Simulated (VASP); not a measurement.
# Ca (P6_3/mmc) in VASP: notebook

Runs on Ca. Level: PBE. Tasks: single point.

Program: VASP 6.6.1. These are calculated values, not measurements. Logs are shortened: lines on timing, memory, paths and dates and some standing lists are left out, and cuts for length are marked.

### 1 The cell of the first run

The structure is hexagonal, space group P6_3/mmc (No. 194). Conventional cell: a = 3.668 Å, b = 3.668 Å, c = 13.043 Å, α = 90.00°, β = 90.00°, γ = 120.00°. Within 4.8 Å of Ca (site symmetry -3m) lie 12 Ca at 3.67 to 3.89 Å. Within 4.8 Å of Ca (site symmetry -6m2) lie 12 Ca at 3.67 to 3.89 Å.

This isn't the form of Ca at room conditions, which is fcc.

### 2 Single point, PBE (biaxial strain in the a-b plane: -6.0 %, then relaxed in part)

Contents of INCAR:

```
SYSTEM = Ca
  PREC = Accurate
  ENCUT = 520
  EDIFF = 1E-6
  ISMEAR = 0
  SIGMA = 0.1
  LREAL = .False.
  LASPH = .True.
  NELM = 60
  ALGO = Fast
  ISIF = 2
  LWAVE = .False.
  LCHARG = .False.
  GGA = PE
  NBANDS = 28
```

Contents of KPOINTS:

```
Automatic mesh
0
Gamma
  15 15 4
  0 0 0
```

Contents of POSCAR:

```
Ca
1.0
    3.6680741506      0.0000000000      0.0000000000
   -1.8340370753      3.1766453974      0.0000000000
    0.0000000000      0.0000000000     13.0430425028
Ca
4
Direct
    0.0000000000      0.0000000000      0.0000000000
    0.3333333333      0.6666666667      0.2500000000
    0.0000000000      0.0000000000      0.5000000000
    0.6666666667      0.3333333333      0.7500000000
```

Potentials or basis: VASP PAW PBE potentials, release 64 (Ca_sv).

Launch:

```sh
cat potpaw_PBE.64/Ca_sv/POTCAR > POTCAR
mpirun -np 1 vasp_std > vasp.out
```

OUTCAR:

```text
SYSTEM = Ca
   PREC = Accurate
   ENCUT = 520
   EDIFF = 1E-6
   ISMEAR = 0
   LREAL = .False.
   LASPH = .True.
   NELM = 60
   ISIF = 2
   GGA = PE

 ion  position               nearest neighbor table
   1  0.000  0.000  0.000-
   2  0.333  0.667  0.250-
   3  0.000  0.000  0.500-
   4  0.667  0.333  0.750-

  LATTYP: Found a hexagonal cell.
 ALAT       =     3.6680741506
 C/A-ratio  =     3.5558284722

  Lattice vectors:

 A1 = (   3.6680741506,   0.0000000000,   0.0000000000)
 A2 = (  -1.8340370753,   3.1766453974,   0.0000000000)
 A3 = (   0.0000000000,   0.0000000000,  13.0430425028)

Analysis of symmetry for initial positions (statically):
=====================================================================
 Subroutine PRICEL returns:
 Original cell was already a primitive cell.

 Routine SETGRP: Setting up the symmetry group for a
 hexagonal supercell.

 Subroutine GETGRP returns: Found 24 space group operations
 (whereof 12 operations were pure point group operations)
 out of a pool of 24 trial point group operations.

The static configuration has the point symmetry D_3d.
 The point group associated with its full space group is D_6h.

Analysis of symmetry for dynamics (positions and initial velocities):
=====================================================================
 Subroutine PRICEL returns:
 Original cell was already a primitive cell.

 Routine SETGRP: Setting up the symmetry group for a
 hexagonal supercell.

 Subroutine GETGRP returns: Found 24 space group operations
 (whereof 12 operations were pure point group operations)
 out of a pool of 24 trial point group operations.

The dynamic configuration has the point symmetry D_3d.
 The point group associated with its full space group is D_6h.

 Subroutine INISYM returns: Found 24 space group operations
 (whereof 12 operations are pure point group operations),
 and found     1 'primitive' translations

----------------------------------------------------------------------------------------

                                     Primitive cell

  volume of cell :     151.9798

  direct lattice vectors                    reciprocal lattice vectors
     3.668074151  0.000000000  0.000000000     0.272622624  0.157398745  0.000000000
    -1.834037075  3.176645397  0.000000000     0.000000000  0.314797491  0.000000000
     0.000000000  0.000000000 13.043042503     0.000000000  0.000000000  0.076669228

  length of vectors
     3.668074151  3.668074151 13.043042503     0.314797491  0.314797491  0.076669228

  position of ions in fractional coordinates (direct lattice)
     0.000000000  0.000000000  0.000000000
     0.333333333  0.666666667  0.250000000
     0.000000000  0.000000000  0.500000000
     0.666666667  0.333333333  0.750000000

  ion indices of the primitive-cell ions
   primitive index   ion index
                 1           1
                 2           2
                 3           3
                 4           4

----------------------------------------------------------------------------------------

 KPOINTS: Automatic mesh

Automatic generation of k-mesh.
 Grid dimensions read from file:
 generate k-points for:   15   15    4

 Generating k-lattice:

  Cartesian coordinates                     Fractional coordinates (reciprocal lattice)
     0.018174842  0.010493250  0.000000000     0.066666667  0.000000000  0.000000000
     0.000000000  0.020986499  0.000000000     0.000000000  0.066666667  0.000000000
     0.000000000  0.000000000  0.019167307     0.000000000  0.000000000  0.250000000

  Length of vectors
     0.020986499  0.020986499  0.019167307

  Shift w.r.t. Gamma in fractional coordinates (k-lattice)
     0.000000000  0.000000000  0.000000000

 Subroutine IBZKPT returns following result:
 ===========================================

 Found     81 irreducible k-points:

 Following reciprocal coordinates:
            Coordinates               Weight
  0.000000  0.000000  0.000000      1.000000
  0.066667  0.000000  0.000000      6.000000
  0.133333  0.000000  0.000000      6.000000
  0.200000  0.000000  0.000000      6.000000
  0.266667  0.000000  0.000000      6.000000
  0.333333  0.000000  0.000000      6.000000
[... 16 lines left out ...]
  0.333333  0.200000  0.000000     12.000000
  0.400000  0.200000  0.000000      6.000000
 [... further k-points ...]
   k-points           NKPTS =     81   k-points in BZ     NKDIM =     81   number of bands    NBANDS=     28
   number of dos      NEDOS =    301   number of ions     NIONS =      4
   total plane-waves  NPLWV =  76832
   dimension x,y,z NGX =    28 NGY =   28 NGZ =   98
   dimension x,y,z NGXF=    56 NGYF=   56 NGZF=  196
   ions per type =               4
   NGX,Y,Z   is equivalent  to a cutoff of  12.69, 12.69, 12.49 a.u.
   NGXF,Y,Z  is equivalent  to a cutoff of  25.38, 25.38, 24.98 a.u.
 SYSTEM =  Ca
   PREC   = accura    normal or accurate (medium, high low for compatibility)
   ISTART =      0    job   : 0-new  1-cont  2-samecut
   ICHARG =      2    charge: 1-file 2-atom 10-const
   ISPIN  =      1    spin polarized calculation?
   LNONCOLLINEAR =      F non collinear calculations
   LSORBIT =      F    spin-orbit coupling
   LASPH  =      T    aspherical Exc in radial PAW
   ENCUT  =  520.0 eV  38.22 Ry    6.18 a.u.   6.82  6.82 24.25*2*pi/ulx,y,z
   NELM   =     60;   NELMIN=  2; NELMDL= -5     # of ELM steps
   EDIFF  = 0.1E-05   stopping-criterion for ELM
   LREAL  =      F    real-space projection
   EDIFFG = 0.1E-04   stopping-criterion for IOM
   NSW    =      0    number of steps for IOM
   IBRION =     -1    ionic relax: 0-MD 1-quasi-New 2-CG
   NFREE  =      0    steps in history (QN), initial steepest desc. (CG)
   ISIF   =      2    stress and relaxation
   ISYM   =      2    0-nonsym 1-usesym 2-fastsym
   POTIM  = 0.5000    time-step for ionic-motion
   TEBEG  =    0.0;   TEEND  =   0.0 temperature during run
   PSTRESS=    0.0 pullay stress
   NELECT =      40.0000    total number of electrons
   NUPDOWN=      -1.0000    fix difference up-down
   EMIN   =  10.00;   EMAX   =-10.00  energy-range for DOS
   EFERMI =   0.00;   METHOD = LEGACY
   ISMEAR =     0;   SIGMA  =   0.10  broadening in eV -4-tet -1-fermi 0-gaus
   EFERMI_NEDOS =   21; number of points for ismear=-14 and -15
   IALGO  =     68    algorithm
   IMIX   =      4    mixing-type and parameters
     AMIX     =   0.40;   BMIX     =  1.00
     AMIX_MAG =   1.60;   BMIX_MAG =  1.00
  volume/ion in A,a.u.               =      37.99       256.40
  Fermi-wavevector in a.u.,A,eV,Ry     =   1.049139  1.982585 14.975824  1.100692
  Thomas-Fermi vector in A             =   2.184089
   LORBIT       =      0    0 simple, 1 ext, 2 COOP (PROOUT), +10 PAW based schemes
   GGA     = PE    functional components
   LHFCALC =     F    Hartree Fock is set to
   AEXX    =    0.0000 exact exchange contribution
   IVDW    =     0    specifies the selected vdW correction
   LEPSILON=     F    determine dielectric tensor
   LRPA    =     F    only Hartree local field effects (RPA)
 non-spin polarized calculation
 RMM-DIIS sequential band-by-band and
 Gauss-broadening in eV      SIGMA  =   0.10
  energy-cutoff  :      520.00
  volume of cell :      151.98
 maximum number of plane-waves:      4122
 NGX is ok and might be reduce to    28
   NGX = 13   NGY = 13   NGZ = 49

 number of electron      39.9999991 magnetization

 Free energy of the ion-electron system (eV)
  ---------------------------------------------------
  ext. energy  EPLUGINS =         0.00000000
  ---------------------------------------------------
  free energy    TOTEN  =        -7.52945343 eV

  energy without entropy =       -7.50745560  energy(sigma->0) =       -7.51845451

 E-fermi :   2.4252     XC(G=0):  -8.0649

 val. band max:        2.4175267800   @ k =   0.3333   0.2667   0.2500
 cond. band min:       2.4262226312   @ k =   0.3333   0.3333   0.5000
 fundamental gap:      0.0086958512
 Fermi energy:         2.4252154651

 k-point     1 :       0.0000    0.0000    0.0000
  band No.  band energies     occupation
      1     -39.3875      2.00000
      2     -39.3818      2.00000
      3     -39.3777      2.00000
      4     -39.3720      2.00000
      5     -20.4415      2.00000
      6     -20.3648      2.00000
[... 20 lines left out ...]
     27       4.9596      0.00000
     28       5.0502      0.00000

 k-point     2 :       0.0667    0.0000    0.0000
  band No.  band energies     occupation
      1     -39.3864      2.00000
      2     -39.3809      2.00000
      3     -39.3768      2.00000
      4     -39.3712      2.00000
      5     -20.4386      2.00000
      6     -20.3647      2.00000
[... 20 lines left out ...]
     27       4.9460      0.00000
     28       5.0084      0.00000

 k-point     3 :       0.1333    0.0000    0.0000
  band No.  band energies     occupation
      1     -39.3834      2.00000
      2     -39.3783      2.00000
      3     -39.3742      2.00000
      4     -39.3690      2.00000
      5     -20.4303      2.00000
      6     -20.3669      2.00000
[... 20 lines left out ...]
     27       4.7856      0.00000
     28       4.9579      0.00000

 k-point     4 :       0.2000    0.0000    0.0000
  band No.  band energies     occupation
      1     -39.3789      2.00000
      2     -39.3745      2.00000
      3     -39.3703      2.00000
      4     -39.3658      2.00000
      5     -20.4179      2.00000
      6     -20.3849      2.00000
[... 578 lines left out ...]
     27       4.1975      0.00000
     28       4.4751      0.00000

 k-point    23 :       0.3333    0.2000    0.0000
  band No.  band energies     occupation
      1     -39.3604      2.00000
      2     -39.3596      2.00000
      3     -39.3554      2.00000
      4     -39.3546      2.00000
      5     -20.4834      2.00000
      6     -20.4760      2.00000
[... 20 lines left out ...]
     27       3.8134      0.00000
     28       4.3913      0.00000

 k-point    24 :       0.4000    0.2000    0.0000
  band No.  band energies     occupation
      1     -39.3593      2.00000
      2     -39.3588      2.00000
      3     -39.3546      2.00000
      4     -39.3542      2.00000
      5     -20.4884      2.00000
      6     -20.4797      2.00000
[... 20 lines left out ...]
     27       3.6309      0.00000
     28       4.3805      0.00000

 [... further k-points ...]

------------------------ aborting loop because EDIFF is reached ----------------------------------------

  FORCE on cell =-STRESS in cart. coord.  units (eV):
  Direction    XX          YY          ZZ          XY          YZ          ZX
  --------------------------------------------------------------------------------------
  -------------------------------------------------------------------------------------
  Total        3.1545308      3.1545308      0.0317981     -0.0000000     -0.0000000      0.0000000
  in kB       33.2552024     33.2552024      0.3352171     -0.0000000     -0.0000000      0.0000000
  external PRESSURE =      22.2818740 kB  Pullay stress =       0.0000000 kB

 VOLUME and BASIS-vectors are now :
 -----------------------------------------------------------------------------
  energy-cutoff  :      520.00
  volume of cell :      151.98
      direct lattice vectors                 reciprocal lattice vectors
     3.668074151  0.000000000  0.000000000     0.272622624  0.157398745  0.000000000
    -1.834037075  3.176645397  0.000000000     0.000000000  0.314797491  0.000000000
     0.000000000  0.000000000 13.043042503     0.000000000  0.000000000  0.076669228

 POSITION                                       TOTAL-FORCE (eV/Angst)
 -----------------------------------------------------------------------------------
      0.00000      0.00000      0.00000         0.000000      0.000000      0.000000
     -0.00000      2.11776      3.26076        -0.000000     -0.000000      0.000000
      0.00000      0.00000      6.52152         0.000000      0.000000      0.000000
      1.83404      1.05888      9.78228        -0.000000      0.000000     -0.000000
 -----------------------------------------------------------------------------------
    total drift:                                0.000000     -0.000000      0.000000

  FREE ENERGIE OF THE ION-ELECTRON SYSTEM (eV)
  ---------------------------------------------------
  free  energy   TOTEN  =        -7.5294534304 eV

  energy  without entropy=       -7.5074555971  energy(sigma->0) =       -7.51845451
```

Run time: 4.6 min. Hardware: 1 thread of Intel Xeon 6975P-C (Granite Rapids), shared host; peak memory 0.41 GiB.

Results:

```
Free energy            : -7.5295 eV
Pressure               : 2.2 GPa
Band gap on the k mesh : zero (bands 20 and 21 overlap by 0.72 eV)
```

Caveat: the cell differs from its parent crystal (biaxial strain in the a-b plane: -6.0 %, then relaxed in part).

### 3 Single point, PBE (biaxial strain in the a-b plane: -6.0 %)

Contents of INCAR:

```
PREC = Accurate
ENCUT = 520
EDIFF = 1E-6
ISMEAR = 0
SIGMA = 0.1
LREAL = F
LASPH = T
NELM = 80
ALGO = Fast
ISIF = 2
LWAVE = F
LCHARG = F
GGA = PE
NBANDS = 28
```

Contents of KPOINTS:

```
regular mesh
0
Gamma
  15 15 4
```

Edit POSCAR of step 2 so:

```diff
@@ -4,3 +4,3 @@
    -1.8340370753      3.1766453974      0.0000000000
-    0.0000000000      0.0000000000     13.0430425028
+    0.0000000000      0.0000000000     13.2696655246
 Ca
```

Potentials or basis: VASP PAW PBE potentials, release 64 (Ca_sv).

Launch:

```sh
cat potpaw_PBE.64/Ca_sv/POTCAR > POTCAR
mpirun -np 1 vasp_std > vasp.out
```

Run time: 4.5 min. Hardware: 1 thread of Intel Xeon 6975P-C (Granite Rapids), shared host; peak memory 0.43 GiB.

The run converged. Its results:

```yaml
Free_energy: -7.5232 eV
Pressure: 1.9 GPa
Band_gap_on_the_k_mesh: zero (bands 20 and 21 overlap by 0.81 eV)
```

Stress tensor (GPa, compression positive):
```
 3.21  0.00  0.00
 0.00  3.21  0.00
 0.00  0.00 -0.83
```

Levels at points of the mesh, in eV from the Fermi level:
| k point | band 18 | band 19 | band 20 | band 21 | band 22 | band 23 |
| --- | --- | --- | --- | --- | --- | --- |
| (0.00, 0.00, 0.00) | -3.27 | -3.26 | -1.41 | -0.53 | 1.07 | 1.08 |
| (0.00, 0.00, 0.50) | -3.96 | -2.25 | -2.25 | 0.22 | 0.22 | 1.69 |

Caveat: the cell differs from its parent crystal (biaxial strain in the a-b plane: -6.0 %).

### 4 Single point, PBE (biaxial strain in the a-b plane: -4.0 %, then relaxed in part)

Contents of INCAR:

```
SYSTEM = Ca
PREC = Accurate ; ENCUT = 520
EDIFF = 1E-6 ; ISMEAR = 0
SIGMA = 0.1 ; LREAL = .FALSE.
LASPH = .TRUE. ; NELM = 60
ALGO = Fast ; ISIF = 2
LWAVE = .FALSE. ; LCHARG = .FALSE.
GGA = PE ; NBANDS = 28
```

Contents of KPOINTS:

```
regular mesh
0
G
  15 15 4
  0 0 0
```

Contents of POSCAR:

```
Ca
1.0
    3.7461182815      0.0000000000      0.0000000000
   -1.8730591407      3.2442335973      0.0000000000
    0.0000000000      0.0000000000     12.9828967199
Ca
4
Direct
    0.0000000000      0.0000000000      0.0000000000
    0.3333333333      0.6666666667      0.2500000000
    0.0000000000      0.0000000000      0.5000000000
    0.6666666667      0.3333333333      0.7500000000
```

Launch:

```sh
cat potpaw_PBE.64/Ca_sv/POTCAR > POTCAR
mpirun -np 1 vasp_std > vasp.out
```

Run time: 4.1 min. Hardware: 1 thread of Intel Xeon 6975P-C (Granite Rapids), shared host; peak memory 0.43 GiB.

Results (log left out):

```
Free energy            : -7.6378 eV
Pressure               : 1.3 GPa
Band gap on the k mesh : zero (bands 20 and 21 overlap by 0.62 eV)
```

Stress tensor (GPa, compression positive):
```
2.00 0.00 0.00
0.00 2.00 0.00
0.00 0.00 0.01
```

Levels at points of the mesh, in eV from the Fermi level:
```csv
k point,band 16,band 17,band 18,band 19,band 20,band 21,band 22,band 23,band 24,band 25
"(0.00, 0.00, 0.00)",-22.80,-4.18,-3.19,-3.19,-1.25,-0.39,1.22,1.23,2.12,2.38
"(0.00, 0.00, 0.50)",-22.81,-3.92,-3.92,-2.13,-2.13,0.37,0.37,1.86,1.86,2.41
```

Caveat: the cell differs from its parent crystal (biaxial strain in the a-b plane: -4.0 %, then relaxed in part).

(Continued in part 2 of 2.)

The gap in the log of VASP goes by the Fermi energy; the results here count the filled bands.